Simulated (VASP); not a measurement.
# ZnO (I4/mmm) in VASP: notebook

The runs below take ZnO through single point, with PBE, r2SCAN.

Everything below comes from runs of VASP 6.6.1. Logs are shortened: lines on timing, memory, paths and dates and some standing lists are left out, and cuts for length are marked.

**1. The cell of the first run**

Symmetry: I4/mmm, No. 139, tetragonal system. The conventional cell has a = 3.138 Å, b = 3.138 Å, c = 4.087 Å, α = 90.00°, β = 90.00°, γ = 90.00°. Zn (site symmetry 4/mmm) has 6 O at 2.04 to 2.22 Å within 2.7 Å. Within 2.7 Å of O (site symmetry 4/mmm) lie 6 Zn at 2.04 to 2.22 Å.

**2. Single point, PBE (epitaxial xy strain +4.0%)**

Input file INCAR:

```
  ALGO = Normal
  EDIFF = 1E-7
  ENCUT = 520
  GGA = PE
  ISIF = 2
  ISMEAR = -1
  LASPH = True
  LCHARG = False
  LREAL = False
  LWAVE = False
  NBANDS = 16
  NELM = 100
  PREC = Accurate
  SIGMA = 0.02
```

Input file KPOINTS:

```
k-points
0
Gamma
  10 10 10
```

Input file POSCAR:

```
ZnO
1.0
    0.0000000000      2.2191212019      2.0433046071
    2.2191212019      0.0000000000      2.0433046071
    2.2191212019      2.2191212019      0.0000000000
Zn O
1 1
Direct
    0.0000000000      0.0000000000      0.0000000000
    0.5000000000      0.5000000000      0.5000000000
```

Potentials or basis: VASP PAW PBE potentials, release 64 (Zn, O).

The run is started by

```
$ cat potpaw_PBE.64/Zn/POTCAR potpaw_PBE.64/O/POTCAR > POTCAR
$ mpirun -np 1 vasp_std > vasp.out
```

OUTCAR:

```text
EDIFF = 1E-7
   ENCUT = 520
   GGA = PE
   ISIF = 2
   ISMEAR = -1
   LASPH = True
   LREAL = False
   NELM = 100
   PREC = Accurate

 ion  position               nearest neighbor table
   1  0.000  0.000  0.000-   2 2.04   2 2.04   2 2.22   2 2.22   2 2.22   2 2.22
   2  0.500  0.500  0.500-   1 2.04   1 2.04   1 2.22   1 2.22   1 2.22   1 2.22

  LATTYP: Found a body centered tetragonal cell.
 ALAT       =     3.1383113003
 C/A-ratio  =     1.3021682119

  Lattice vectors:

 A1 = (   0.0000000000,  -2.2191212019,  -2.0433046071)
 A2 = (   0.0000000000,   2.2191212019,  -2.0433046071)
 A3 = (   2.2191212019,   0.0000000000,   2.0433046071)

Analysis of symmetry for initial positions (statically):
=====================================================================
 Subroutine PRICEL returns:
 Original cell was already a primitive cell.

 Routine SETGRP: Setting up the symmetry group for a
 body centered tetragonal supercell.

 Subroutine GETGRP returns: Found 16 space group operations
 (whereof 16 operations were pure point group operations)
 out of a pool of 16 trial point group operations.

The static configuration has the point symmetry D_4h.

Analysis of symmetry for dynamics (positions and initial velocities):
=====================================================================
 Subroutine PRICEL returns:
 Original cell was already a primitive cell.

 Routine SETGRP: Setting up the symmetry group for a
 body centered tetragonal supercell.

 Subroutine GETGRP returns: Found 16 space group operations
 (whereof 16 operations were pure point group operations)
 out of a pool of 16 trial point group operations.

The dynamic configuration has the point symmetry D_4h.

 Subroutine INISYM returns: Found 16 space group operations
 (whereof 16 operations are pure point group operations),
 and found     1 'primitive' translations

----------------------------------------------------------------------------------------

                                     Primitive cell

  volume of cell :      20.1245

  direct lattice vectors                    reciprocal lattice vectors
     0.000000000  2.219121202  2.043304607    -0.225314417  0.225314417  0.244701646
     2.219121202  0.000000000  2.043304607     0.225314417 -0.225314417  0.244701646
     2.219121202  2.219121202  0.000000000     0.225314417  0.225314417 -0.244701646

  length of vectors
     3.016553103  3.016553103  3.138311300     0.401761208  0.401761208  0.401761208

  position of ions in fractional coordinates (direct lattice)
     0.000000000  0.000000000  0.000000000
     0.500000000  0.500000000  0.500000000

  ion indices of the primitive-cell ions
   primitive index   ion index
                 1           1
                 2           2

----------------------------------------------------------------------------------------

 KPOINTS: k-points

Automatic generation of k-mesh.
 Grid dimensions read from file:
 generate k-points for:   10   10   10

 Generating k-lattice:

  Cartesian coordinates                     Fractional coordinates (reciprocal lattice)
    -0.022531442  0.022531442  0.024470165     0.100000000 -0.000000000  0.000000000
     0.022531442 -0.022531442  0.024470165    -0.000000000  0.100000000  0.000000000
     0.022531442  0.022531442 -0.024470165     0.000000000  0.000000000  0.100000000

  Length of vectors
     0.040176121  0.040176121  0.040176121

  Shift w.r.t. Gamma in fractional coordinates (k-lattice)
     0.000000000  0.000000000  0.000000000

 Subroutine IBZKPT returns following result:
 ===========================================

 Found    102 irreducible k-points:

 Following reciprocal coordinates:
            Coordinates               Weight
  0.000000  0.000000  0.000000      1.000000
  0.100000  0.000000  0.000000      8.000000
  0.200000  0.000000  0.000000      8.000000
  0.300000  0.000000  0.000000      8.000000
  0.400000  0.000000  0.000000      8.000000
  0.500000  0.000000  0.000000      4.000000
[... 16 lines left out ...]
  0.300000  0.300000  0.000000      2.000000
  0.400000  0.300000  0.000000      8.000000
 [... further k-points ...]
   k-points           NKPTS =    102   k-points in BZ     NKDIM =    102   number of bands    NBANDS=     16
   number of dos      NEDOS =    301   number of ions     NIONS =      2
   total plane-waves  NPLWV =  13824
   dimension x,y,z NGX =    24 NGY =   24 NGZ =   24
   dimension x,y,z NGXF=    48 NGYF=   48 NGZF=   48
   ions per type =               1   1
   NGX,Y,Z   is equivalent  to a cutoff of  13.23, 13.23, 12.71 a.u.
   NGXF,Y,Z  is equivalent  to a cutoff of  26.45, 26.45, 25.43 a.u.
 SYSTEM =  unknown system
   PREC   = accura    normal or accurate (medium, high low for compatibility)
   ISTART =      0    job   : 0-new  1-cont  2-samecut
   ICHARG =      2    charge: 1-file 2-atom 10-const
   ISPIN  =      1    spin polarized calculation?
   LNONCOLLINEAR =      F non collinear calculations
   LSORBIT =      F    spin-orbit coupling
   LASPH  =      T    aspherical Exc in radial PAW
   ENCUT  =  520.0 eV  38.22 Ry    6.18 a.u.   5.61  5.61  5.84*2*pi/ulx,y,z
   NELM   =    100;   NELMIN=  2; NELMDL= -5     # of ELM steps
   EDIFF  = 0.1E-06   stopping-criterion for ELM
   LREAL  =      F    real-space projection
   EDIFFG = 0.1E-05   stopping-criterion for IOM
   NSW    =      0    number of steps for IOM
   IBRION =     -1    ionic relax: 0-MD 1-quasi-New 2-CG
   NFREE  =      0    steps in history (QN), initial steepest desc. (CG)
   ISIF   =      2    stress and relaxation
   ISYM   =      2    0-nonsym 1-usesym 2-fastsym
   POTIM  = 0.5000    time-step for ionic-motion
   TEBEG  =    0.0;   TEEND  =   0.0 temperature during run
   PSTRESS=    0.0 pullay stress
   NELECT =      18.0000    total number of electrons
   NUPDOWN=      -1.0000    fix difference up-down
   EMIN   =  10.00;   EMAX   =-10.00  energy-range for DOS
   EFERMI =   0.00;   METHOD = LEGACY
   ISMEAR =    -1;   SIGMA  =   0.02  broadening in eV -4-tet -1-fermi 0-gaus
   EFERMI_NEDOS =   21; number of points for ismear=-14 and -15
   IALGO  =     38    algorithm
   IMIX   =      4    mixing-type and parameters
     AMIX     =   0.40;   BMIX     =  1.00
     AMIX_MAG =   1.60;   BMIX_MAG =  1.00
  volume/ion in A,a.u.               =      10.06        67.90
  Fermi-wavevector in a.u.,A,eV,Ry     =   1.577335  2.980731 33.851102  2.487986
  Thomas-Fermi vector in A             =   2.678033
   LORBIT       =      0    0 simple, 1 ext, 2 COOP (PROOUT), +10 PAW based schemes
   GGA     = PE    functional components
   LHFCALC =     F    Hartree Fock is set to
   AEXX    =    0.0000 exact exchange contribution
   IVDW    =     0    specifies the selected vdW correction
   LEPSILON=     F    determine dielectric tensor
   LRPA    =     F    only Hartree local field effects (RPA)
 non-spin polarized calculation
  energy-cutoff  :      520.00
  volume of cell :       20.12
 maximum number of plane-waves:       554
   NGX = 11   NGY = 11   NGZ = 11

 number of electron      18.0000007 magnetization

 Free energy of the ion-electron system (eV)
  ---------------------------------------------------
  ext. energy  EPLUGINS =         0.00000000
  ---------------------------------------------------
  free energy    TOTEN  =        -8.60140210 eV

  energy without entropy =       -8.60140210  energy(sigma->0) =       -8.60140210

 E-fermi :   3.0024     XC(G=0): -12.1338

 val. band max:        2.6785400956   @ k =   0.5000   0.0000   0.0000
 cond. band min:       3.2993034616   @ k =   0.0000   0.0000   0.0000
 fundamental gap:      0.6207633660
 Fermi energy:         3.0023879919

 k-point     1 :       0.0000    0.0000    0.0000
  band No.  band energies     occupation
      1     -15.9333      2.00000
      2      -2.3955      2.00000
      3      -2.3955      2.00000
      4      -2.2940      2.00000
      5      -2.2410      2.00000
      6      -2.1084      2.00000
[... 8 lines left out ...]
     15      20.6271      0.00000
     16      20.7781      0.00000

 k-point     2 :       0.1000    0.0000    0.0000
  band No.  band energies     occupation
      1     -15.8275      2.00000
      2      -2.4530      2.00000
      3      -2.4250      2.00000
      4      -2.3231      2.00000
      5      -2.2824      2.00000
      6      -2.2252      2.00000
[... 8 lines left out ...]
     15      21.4563      0.00000
     16      22.8273      0.00000

 k-point     3 :       0.2000    0.0000    0.0000
  band No.  band energies     occupation
      1     -15.5356      2.00000
      2      -2.8196      2.00000
      3      -2.6604      2.00000
      4      -2.6359      2.00000
      5      -2.2033      2.00000
      6      -2.2020      2.00000
[... 8 lines left out ...]
     15      22.5224      0.00000
     16      23.1604      0.00000

 k-point     4 :       0.3000    0.0000    0.0000
  band No.  band energies     occupation
      1     -15.1391      2.00000
      2      -3.6464      2.00000
      3      -2.9894      2.00000
      4      -2.9443      2.00000
      5      -2.1164      2.00000
      6      -2.0690      2.00000
[... 8 lines left out ...]
     15      23.9624      0.00000
     16      24.3151      0.00000
[... 324 lines left out ...]
 k-point    22 :      -0.2000    0.2000    0.0000
  band No.  band energies     occupation
      1     -15.1031      2.00000
      2      -3.4032      2.00000
      3      -2.9251      2.00000
      4      -2.7188      2.00000
      5      -2.1870      2.00000
      6      -1.9539      2.00000
[... 8 lines left out ...]
     15      24.7346      0.00000
     16      24.9848      0.00000

 k-point    23 :       0.3000    0.3000    0.0000
  band No.  band energies     occupation
      1     -14.8568      2.00000
      2      -3.8768      2.00000
      3      -2.6057      2.00000
      4      -2.3161      2.00000
      5      -2.3161      2.00000
      6      -2.0695      2.00000
[... 8 lines left out ...]
     15      28.0288      0.00000
     16      30.5954      0.00000

 k-point    24 :       0.4000    0.3000    0.0000
  band No.  band energies     occupation
      1     -14.6413      2.00000
      2      -3.7998      2.00000
      3      -2.7384      2.00000
      4      -2.3891      2.00000
      5      -2.2107      2.00000
      6      -1.9463      2.00000
[... 8 lines left out ...]
     15      28.6902      0.00000
     16      30.1931      0.00000

 [... further k-points ...]

------------------------ aborting loop because EDIFF is reached ----------------------------------------

  FORCE on cell =-STRESS in cart. coord.  units (eV):
  Direction    XX          YY          ZZ          XY          YZ          ZX
  --------------------------------------------------------------------------------------
  -------------------------------------------------------------------------------------
  Total        0.1829602      0.1829602      1.2664828      0.0000000     -0.0000000      0.0000000
  in kB       14.5660597     14.5660597    100.8288274      0.0000000     -0.0000000      0.0000000
  external PRESSURE =      43.3203156 kB  Pullay stress =       0.0000000 kB

 VOLUME and BASIS-vectors are now :
 -----------------------------------------------------------------------------
  energy-cutoff  :      520.00
  volume of cell :       20.12
      direct lattice vectors                 reciprocal lattice vectors
     0.000000000  2.219121202  2.043304607    -0.225314417  0.225314417  0.244701646
     2.219121202  0.000000000  2.043304607     0.225314417 -0.225314417  0.244701646
     2.219121202  2.219121202  0.000000000     0.225314417  0.225314417 -0.244701646

 POSITION                                       TOTAL-FORCE (eV/Angst)
 -----------------------------------------------------------------------------------
      0.00000      0.00000      0.00000         0.000000     -0.000000      0.000000
      2.21912      2.21912      2.04330        -0.000000      0.000000      0.000000
 -----------------------------------------------------------------------------------
    total drift:                                0.000000     -0.000000     -0.000000

  FREE ENERGIE OF THE ION-ELECTRON SYSTEM (eV)
  ---------------------------------------------------
  free  energy   TOTEN  =        -8.6014021028 eV

  energy  without entropy=       -8.6014021023  energy(sigma->0) =       -8.60140210
```

Run time: 99 s. Hardware: 1 thread of AMD EPYC 7R13, shared host; peak memory 0.13 GiB.

What came out:

```yaml
Free_energy: -8.6014 eV
Pressure: 4.3 GPa
Band_gap_on_the_k_mesh: 0.62 eV, indirect (least direct gap 1.98 eV)
```

Caveat: the cell differs from its parent crystal (epitaxial xy strain +4.0%). A k mesh can miss the band edges.

**3. Single point, r2SCAN (epitaxial xy strain +4.0%)**

POSCAR is that of step 2.

Input file INCAR.step1:

```
SYSTEM = ZnO
  ALGO = Normal
  EDIFF = 1E-4
  ENCUT = 520
  GGA = PE
  ISMEAR = 0
  LASPH = .True.
  LCHARG = .False.
  LREAL = .False.
  LWAVE = .True.
  NBANDS = 16
  NELM = 100
  PREC = Accurate
  SIGMA = 0.01
```

Input file INCAR.step2:

```
SYSTEM = ZnO
  ALGO = Normal
  EDIFF = 1E-6
  ENCUT = 520
  ISIF = 2
  ISMEAR = 0
  ISTART = 1
  LASPH = .True.
  LCHARG = .False.
  LMIXTAU = .True.
  LREAL = .False.
  LWAVE = .False.
  METAGGA = R2SCAN
  NBANDS = 16
  NELM = 100
  PREC = Accurate
  SIGMA = 0.01
```

Input file KPOINTS:

```
k-points
0
Gamma
  10 10 10
  0 0 0
```

Potentials or basis: VASP PAW PBE potentials, release 64 (Zn, O).

The run is started by

```
$ cat potpaw_PBE.64/Zn/POTCAR potpaw_PBE.64/O/POTCAR > POTCAR
$ cp INCAR.step1 INCAR
$ mpirun -np 1 vasp_std > vasp.out
$ cp INCAR.step2 INCAR
$ mpirun -np 1 vasp_std > vasp.out
```

Run time: 6.6 min. Hardware: 1 thread of AMD EPYC 7R13, shared host; peak memory 0.14 GiB.

It converged, with:

```yaml
Free_energy: -17.9180 eV
Pressure: -3.0 GPa
Band_gap_on_the_k_mesh: 1.22 eV, indirect (least direct gap 2.63 eV)
```

Stress tensor (GPa, compression positive):
```
-5.48  0.00  0.00
 0.00 -5.48  0.00
 0.00  0.00  1.87
```

Levels at points of the mesh, in eV from the valence-band top:
| k point | band 5 | band 6 | band 7 | band 8 | band 9 | band 10 | band 11 | band 12 | band 13 | band 14 |
| --- | --- | --- | --- | --- | --- | --- | --- | --- | --- | --- |
| (0.00, 0.00, 0.00) | -5.01 | -4.87 | -1.87 | -1.41 | -1.41 | 1.22 | 18.34 | 18.34 | 18.72 | 19.02 |
| (0.50, 0.00, 0.00) | -4.77 | -4.67 | -3.81 | -0.44 | 0.00 | 5.86 | 9.57 | 12.54 | 14.43 | 19.71 |
| (0.50, 0.50, 0.00) | -4.59 | -4.59 | -4.22 | -3.14 | -3.14 | 4.70 | 10.98 | 12.06 | 15.38 | 15.38 |
| (0.50, 0.00, 0.50) | -4.70 | -4.56 | -4.35 | -3.24 | -2.47 | 4.73 | 10.84 | 12.07 | 15.59 | 17.32 |

Caveat: the cell differs from its parent crystal (epitaxial xy strain +4.0%); the PAW data sets were made with another functional, which shifts forces and pressure a little.
